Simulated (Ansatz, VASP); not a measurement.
**Two plane-wave programs on MoS2**

```
CELL_PARAMETERS angstrom
3.16000 0.00000 0.00000
-1.58000 2.73664 0.00000
0.00000 0.00000 42.35400
ATOMIC_POSITIONS crystal
S 0.66667 0.33333 0.21486
S 0.66667 0.33333 0.28757
S 0.33333 0.66667 0.35645
S 0.33333 0.66667 0.42917
Mo 0.33333 0.66667 0.25118
Mo 0.66667 0.33333 0.39285
```

Alike in both runs: functional LDA; k mesh 12 × 12 × 1; occupations gaussian, width 0.02 eV; no spin polarisation.

Ansatz relaxed the structure, and its values are those at the end. VASP's run is a single point on that final structure, the one shown.

|  | VASP | Ansatz |
| --- | --- | --- |
| version | VASP 6.6.1 | Ansatz 0.2.0 |
| potentials or method | VASP PAW LDA potentials, release 64 (S, Mo_sv) | scalar-relativistic, plane waves, PAW |
| plane-wave cutoff (eV) | 520 | 420 |
| valence electrons in the cell | 52 | 52 |

|  | VASP | Ansatz | Ansatz less VASP |
| --- | --- | --- | --- |
| gap on the k mesh at the Fermi level (eV) | 1.04 | 1.03 | -0.014 |
| least direct gap on the mesh (eV) | 1.67 | 1.67 | -0.007 |
| rms of the force components (eV/Å) | 0.008 | 0.002 | -0.0067 |

LDA's correlation is that of Perdew and Zunger in VASP and of Perdew and Wang (1992) in Ansatz. Ansatz's warnings: slab cell height set, xc potential rough in thin density.
